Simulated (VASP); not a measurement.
A run of VASP 6.6.1 is set up as follows.

INCAR

```
PREC     = Accurate       # precision mode
ENCUT    = 520            # plane-wave cutoff, eV
EDIFF    = 1E-6           # SCF threshold, eV
ISMEAR   = 0              # smearing method
SIGMA    = 0.05           # smearing width, eV
LREAL    = F              # projectors in reciprocal space
LASPH    = T              # aspherical terms in the spheres
NELM     = 80             # most SCF steps
ALGO     = Normal         # electronic algorithm
ISIF     = 2              # what is computed and relaxed
LWAVE    = F              # write WAVECAR
LCHARG   = T              # write CHGCAR
LELF     = T              # ELF
LVHAR    = T            
NBANDS   = 36             # bands
```

KPOINTS

```
regular mesh
0
Gamma
  9 9 2
```

Contents of POSCAR:

```
MgO
1.0
    2.1351500000     -2.1351500000      0.0000000000
    2.1351500000      0.0000000000     -2.1351500000
    8.3673949192      8.3673949192      8.3673949192
Mg O
6 6
Direct
    0.6666666667      0.6666666667      0.0425291667
    0.0000000000      0.0000000000      0.8931125006
    0.3333333333      0.3333333333      0.2126458335
    0.6666666667      0.6666666667      0.5528791671
    0.0000000000      0.0000000000      0.3827625003
    0.3333333333      0.3333333333      0.7229958338
    0.6666666667      0.6666666667      0.2977041669
    0.0000000000      0.0000000000      0.1275875001
    0.3333333333      0.3333333333      0.4678208337
    0.6666666667      0.6666666667      0.8080541672
    1.0000000000      1.0000000000      0.6379375004
    0.3333333333      0.3333333333      0.9781708340
```

Potentials or basis: VASP PAW LDA potentials, release 64 (Mg, O).

Run with:

```console
$ cat potpaw_LDA.64/Mg/POTCAR potpaw_LDA.64/O/POTCAR > POTCAR
$ mpirun -np 1 vasp_std > vasp.out
```

Question: What does it give for the pressure?

Answer: -9.7 GPa.

Question: Estimate the band gap on the k mesh.

Answer: 3.64 eV.

Question: Predict the largest force.

Answer: 3.181 eV/Å.

Forces on the atoms (eV/Å):
```
Mg   1.837  1.837  1.837
Mg  -0.575 -0.575 -0.575
Mg  -0.160 -0.160 -0.160
Mg  -0.164 -0.164 -0.164
Mg  -0.164 -0.164 -0.164
Mg  -0.161 -0.161 -0.161
O    0.165  0.165  0.165
O    0.252  0.252  0.252
O    0.164  0.164  0.164
O    0.155  0.155  0.155
O    0.164  0.164  0.164
O   -1.512 -1.512 -1.512
```

Caveat: the cell differs from its parent crystal (the distance across one plane changed); the cell stands under tension; an odd mesh through Γ misses points on the zone boundary, where band edges can lie; forces of over 1 eV/Å act on the atoms, so gaps and moduli don't describe the material at rest.
